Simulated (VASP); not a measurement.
# AlN (Cm) in VASP: further runs, part 2 of 2

VASP 6.6.1.

**3. Single point, PBE**

This run uses another cell than the first one, of the same volume but with other edges.

INCAR reads:

```
SYSTEM = AlN
PREC = Accurate
ENCUT = 520
EDIFF = 1E-6
ISMEAR = 0
SIGMA = 0.05
LREAL = .False.
LASPH = .True.
NELM = 100
ALGO = Normal
ISIF = 2
LWAVE = .False.
LCHARG = .False.
GGA = PE
NBANDS = 26
```

KPOINTS reads:

```
regular mesh
0
Gamma
  8 8 3
  0 0 0
```

POSCAR reads:

```
AlN
1.0
   -3.1110021516      0.0000000000      0.0000000000
   -1.5555010758     -2.6942068945      0.0000000000
   -4.2777835085     -2.4697794602      9.9560000000
Al N
4 4
Direct
   -0.4951342917     -0.4951342917      0.9037500000
   -0.0367842917     -0.0367842917      0.4037500000
    0.5257240417      0.5257240417      0.1537500000
    0.0673740417      0.0673740417      0.6537500000
    0.2451009583      0.2451009583      0.0962500000
   -0.2132490417     -0.2132490417      0.5962500000
    0.3492592917      0.3492592917      0.3462500000
   -0.1090907083     -0.1090907083      0.8462500000
```

Potentials or basis: VASP PAW PBE potentials, release 64 (Al, N).

The run is started by

```sh
$ cat potpaw_PBE.64/Al/POTCAR potpaw_PBE.64/N/POTCAR > POTCAR
$ mpirun -np 1 vasp_std > vasp.out
```

OUTCAR:

```text
SYSTEM = AlN
   PREC = Accurate
   ENCUT = 520
   EDIFF = 1E-6
   ISMEAR = 0
   LREAL = .False.
   LASPH = .True.
   NELM = 100
   ISIF = 2
   GGA = PE

 ion  position               nearest neighbor table
   1  0.505  0.505  0.904-   8 1.89   8 1.89   8 1.89   5 1.97   3 2.83   4 3.07   4 3.07   4 3.07
                             3 3.23   3 3.23
   2  0.963  0.963  0.404-   7 1.89   7 1.89   7 1.89   6 1.92   3 3.07   4 3.07   3 3.07   4 3.07
                             4 3.07   3 3.07
   3  0.526  0.526  0.154-   5 1.89   5 1.89   5 1.89   7 1.92   1 2.83   2 3.07   2 3.07   2 3.07
                             1 3.23   1 3.23
   4  0.067  0.067  0.654-   6 1.89   6 1.89   6 1.89   8 1.92   1 3.07   2 3.07   1 3.07   2 3.07
                             2 3.07   1 3.07
   5  0.245  0.245  0.096-   3 1.89   3 1.89   3 1.89   1 1.97
   6  0.787  0.787  0.596-   4 1.89   4 1.89   4 1.89   2 1.92
   7  0.349  0.349  0.346-   2 1.89   2 1.89   2 1.89   3 1.92
   8  0.891  0.891  0.846-   1 1.89   1 1.89   1 1.89   4 1.92

  LATTYP: Found a base centered monoclinic cell.
 ALAT       =     5.3884137890
 B/A-ratio  =     0.5773502692
 C/A-ratio  =     1.8495448398
 COS(beta)  =    -0.0450381079

  Lattice vectors:

 A1 = (  -3.1110021516,   0.0000000000,   0.0000000000)
 A2 = (  -1.5555010758,  -2.6942068945,   0.0000000000)
 A3 = (   0.3887197189,   0.2244274343,   9.9560000000)

Analysis of symmetry for initial positions (statically):
=====================================================================
 Subroutine PRICEL returns:
 Original cell was already a primitive cell.

 Routine SETGRP: Setting up the symmetry group for a
 base centered monoclinic supercell.

 Subroutine GETGRP returns: Found  2 space group operations
 (whereof  2 operations were pure point group operations)
 out of a pool of  4 trial point group operations.

The static configuration has the point symmetry C_1h.

Analysis of symmetry for dynamics (positions and initial velocities):
=====================================================================
 Subroutine PRICEL returns:
 Original cell was already a primitive cell.

 Routine SETGRP: Setting up the symmetry group for a
 base centered monoclinic supercell.

 Subroutine GETGRP returns: Found  2 space group operations
 (whereof  2 operations were pure point group operations)
 out of a pool of  4 trial point group operations.

The dynamic configuration has the point symmetry C_1h.

 Subroutine INISYM returns: Found  2 space group operations
 (whereof  2 operations are pure point group operations),
 and found     1 'primitive' translations

----------------------------------------------------------------------------------------

                                     Primitive cell

  volume of cell :      83.4480

  direct lattice vectors                    reciprocal lattice vectors
    -3.111002152  0.000000000  0.000000000    -0.321439829  0.185583372 -0.092075131
    -1.555501076 -2.694206895  0.000000000     0.000000000 -0.371166744 -0.092075131
    -4.277783508 -2.469779460  9.956000000     0.000000000  0.000000000  0.100441945

  length of vectors
     3.111002152  3.111002152 11.114008203     0.382416764  0.382416764  0.100441945

  position of ions in fractional coordinates (direct lattice)
     0.504865708  0.504865708  0.903750000
     0.963215708  0.963215708  0.403750000
     0.525724042  0.525724042  0.153750000
     0.067374042  0.067374042  0.653750000
     0.245100958  0.245100958  0.096250000
     0.786750958  0.786750958  0.596250000
[... 46 lines left out ...]
  0.500000  0.000000 -0.000000      2.000000
  0.125000  0.125000  0.000000      2.000000
[... 16 lines left out ...]
  0.125000  0.000000  0.333333      4.000000
  0.250000  0.000000  0.333333      4.000000
 [... further k-points ...]
   k-points           NKPTS =     57   k-points in BZ     NKDIM =     57   number of bands    NBANDS=     26
   number of dos      NEDOS =    301   number of ions     NIONS =      8
   total plane-waves  NPLWV =  48384
   dimension x,y,z NGX =    24 NGY =   24 NGZ =   84
   dimension x,y,z NGXF=    48 NGYF=   48 NGZF=  168
   ions per type =               4   4
   NGX,Y,Z   is equivalent  to a cutoff of  12.83, 12.83, 12.56 a.u.
   NGXF,Y,Z  is equivalent  to a cutoff of  25.65, 25.65, 25.13 a.u.
 SYSTEM =  AlN
   PREC   = accura    normal or accurate (medium, high low for compatibility)
   ISTART =      0    job   : 0-new  1-cont  2-samecut
   ICHARG =      2    charge: 1-file 2-atom 10-const
   ISPIN  =      1    spin polarized calculation?
   LNONCOLLINEAR =      F non collinear calculations
   LSORBIT =      F    spin-orbit coupling
   LASPH  =      T    aspherical Exc in radial PAW
   ENCUT  =  520.0 eV  38.22 Ry    6.18 a.u.   5.78  5.78 20.66*2*pi/ulx,y,z
   NELM   =    100;   NELMIN=  2; NELMDL= -5     # of ELM steps
   EDIFF  = 0.1E-05   stopping-criterion for ELM
   LREAL  =      F    real-space projection
   EDIFFG = 0.1E-04   stopping-criterion for IOM
   NSW    =      0    number of steps for IOM
   IBRION =     -1    ionic relax: 0-MD 1-quasi-New 2-CG
   NFREE  =      0    steps in history (QN), initial steepest desc. (CG)
   ISIF   =      2    stress and relaxation
   ISYM   =      2    0-nonsym 1-usesym 2-fastsym
   POTIM  = 0.5000    time-step for ionic-motion
   TEBEG  =    0.0;   TEEND  =   0.0 temperature during run
   PSTRESS=    0.0 pullay stress
   NELECT =      32.0000    total number of electrons
   NUPDOWN=      -1.0000    fix difference up-down
   EMIN   =  10.00;   EMAX   =-10.00  energy-range for DOS
   EFERMI =   0.00;   METHOD = LEGACY
   ISMEAR =     0;   SIGMA  =   0.05  broadening in eV -4-tet -1-fermi 0-gaus
   EFERMI_NEDOS =   21; number of points for ismear=-14 and -15
   IALGO  =     38    algorithm
   IMIX   =      4    mixing-type and parameters
     AMIX     =   0.40;   BMIX     =  1.00
     AMIX_MAG =   1.60;   BMIX_MAG =  1.00
  volume/ion in A,a.u.               =      10.43        70.39
  Fermi-wavevector in a.u.,A,eV,Ry     =   1.189377  2.247596 19.247033  1.414617
  Thomas-Fermi vector in A             =   2.325485
   LORBIT       =      0    0 simple, 1 ext, 2 COOP (PROOUT), +10 PAW based schemes
   GGA     = PE    functional components
   LHFCALC =     F    Hartree Fock is set to
   AEXX    =    0.0000 exact exchange contribution
   IVDW    =     0    specifies the selected vdW correction
   LEPSILON=     F    determine dielectric tensor
   LRPA    =     F    only Hartree local field effects (RPA)
 non-spin polarized calculation
 Gauss-broadening in eV      SIGMA  =   0.05
  energy-cutoff  :      520.00
  volume of cell :       83.45
 maximum number of plane-waves:      2264
   NGX = 11   NGY = 11   NGZ = 41

 number of electron      32.0000000 magnetization

 Free energy of the ion-electron system (eV)
  ---------------------------------------------------
  ext. energy  EPLUGINS =         0.00000000
  ---------------------------------------------------
  free energy    TOTEN  =       -59.30303639 eV

  energy without entropy =      -59.30303639  energy(sigma->0) =      -59.30303639

 E-fermi :   6.6197     XC(G=0): -10.9225

 val. band max:        6.3365610970   @ k =   0.0000   0.0000   0.0000
 cond. band min:      10.3003279241   @ k =   0.0000   0.0000   0.0000
 fundamental gap:      3.9637668271
 Fermi energy:         6.6197381174

 k-point     1 :       0.0000    0.0000    0.0000
  band No.  band energies     occupation
      1      -9.0187      2.00000
      2      -8.1339      2.00000
      3      -8.1212      2.00000
      4      -6.8618      2.00000
      5       0.2048      2.00000
      6       2.8584      2.00000
[... 685 lines left out ...]
     25      17.2346      0.00000
     26      17.6681      0.00000

 [... further k-points ...]
[... 5 lines left out ...]
  --------------------------------------------------------------------------------------
  -------------------------------------------------------------------------------------
  Total        1.5409568      2.2682508      1.6009942     -0.6298551     -1.1148466     -1.9309710
  in kB       29.5859072     43.5497340     30.7386089    -12.0930287    -21.4047200    -37.0740629
  external PRESSURE =      34.6247500 kB  Pullay stress =       0.0000000 kB

 VOLUME and BASIS-vectors are now :
 -----------------------------------------------------------------------------
  energy-cutoff  :      520.00
  volume of cell :       83.45
      direct lattice vectors                 reciprocal lattice vectors
    -3.111002152  0.000000000  0.000000000    -0.321439829  0.185583372 -0.092075131
    -1.555501076 -2.694206895  0.000000000     0.000000000 -0.371166744 -0.092075131
    -4.277783508 -2.469779460  9.956000000     0.000000000  0.000000000  0.100441945

 POSITION                                       TOTAL-FORCE (eV/Angst)
 -----------------------------------------------------------------------------------
     -6.22200     -3.59228      8.99774         0.781113      0.450976      0.261831
     -6.22200     -3.59228      4.01974        -0.010517     -0.006072      0.159428
     -3.11100     -1.79614      1.53074        -0.234240     -0.135238      0.452401
     -3.11100     -1.79614      6.50874         0.021846      0.012613      0.154445
     -1.55550     -0.89807      0.95826        -0.607889     -0.350965     -0.446495
     -6.22200     -3.59228      5.93626        -0.003073     -0.001774     -0.169627
     -3.11100     -1.79614      3.44726        -0.015519     -0.008960     -0.161917
     -7.77751     -4.49034      8.42526         0.068278      0.039421     -0.250065
 -----------------------------------------------------------------------------------
    total drift:                                0.000642      0.000371     -0.000229

  FREE ENERGIE OF THE ION-ELECTRON SYSTEM (eV)
  ---------------------------------------------------
  free  energy   TOTEN  =       -59.3030363945 eV

  energy  without entropy=      -59.3030363945  energy(sigma->0) =      -59.30303639
```

It took 88 s on 1 thread of Intel Xeon Platinum 8375C at 2.90GHz (Ice Lake), shared host; peak memory 0.25 GiB.

What came out:

```yaml
Free_energy: -59.3030 eV
Pressure: 3.5 GPa
Largest_force: 0.939 eV/Å
Band_gap_on_the_k_mesh: 3.96 eV, direct
```

Forces in eV/Å, atoms in the order of the input:
```
Al   0.781  0.451  0.262
Al  -0.011 -0.006  0.159
Al  -0.234 -0.135  0.452
Al   0.022  0.013  0.154
N   -0.608 -0.351 -0.446
N   -0.003 -0.002 -0.170
N   -0.016 -0.009 -0.162
N    0.068  0.039 -0.250
```
